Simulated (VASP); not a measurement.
## TiMnF3: single point with r2SCAN

The system is TiMnF3.

```
Ti Mn F
1.0
     4.14947    0.00000    0.00000
     0.00000    4.14947    0.00000
     0.00000    0.00000    4.14947
Ti Mn F
1 1 3
Direct
  0.50000 0.50000 0.50000
  0.00000 0.00000 0.00000
  0.50000 0.50000 0.00000
  0.00000 0.50000 0.50000
  0.50000 0.00000 0.50000
```

```
Program             : VASP 6.6.1
Task                : single point
Functional          : r2SCAN
Potentials or basis : VASP PAW PBE potentials, release 64 (Ti_sv, Mn_pv, F)
Cutoff              : 520 eV
k mesh              : 5 × 5 × 5
Occupations         : gaussian, width 0.01 eV
Spin                : collinear spin, ferrimagnetic start
Starting moments    : [1.0, -4.5, 0.0, 0.0, 0.0] μB
```

- Pressure: 0.4 GPa
- Band gap on the k mesh: zero (filled and empty bands overlap)
- Net moment: -4.00 μB per cell
- Site moments: Ti +1.46; Mn -4.87; F -0.05 μB
- Valence electrons inside the program's atomic spheres: Ti 10.11; Mn 11.20; F 6.13

Levels at points of the mesh, in eV from the Fermi level:
Spin up:
| k point | band 19 | band 20 | band 21 | band 22 | band 23 | band 24 |
| --- | --- | --- | --- | --- | --- | --- |
| (0.00, 0.00, 0.00) | -7.09 | -1.45 | -0.87 | -0.87 | -0.87 | 0.28 |
Spin down:
| k point | band 22 | band 23 | band 24 | band 25 | band 26 | band 27 | band 28 | band 29 |
| --- | --- | --- | --- | --- | --- | --- | --- | --- |
| (0.00, 0.00, 0.00) | -5.46 | -5.46 | -5.46 | -3.57 | 1.67 | 1.67 | 1.67 | 2.44 |

Run time: 3.7 min on 1 thread of Intel(R) Xeon(R) Platinum 8259CL CPU @ 2.50GHz (Skylake/Cascade Lake), with other jobs on the host, peak memory 0.24 GiB.

Caveat: the PAW data sets were made with another functional, which shifts forces and pressure a little; a cell with one magnetic atom can't hold antiferromagnetic order, which such compounds often take; semilocal functionals often make such compounds metallic where correlation or magnetic order opens a gap, which also shifts bond lengths. With open d or f shells a metallic result of r2SCAN can be an artefact of self-interaction; +U or a hybrid may open a gap.
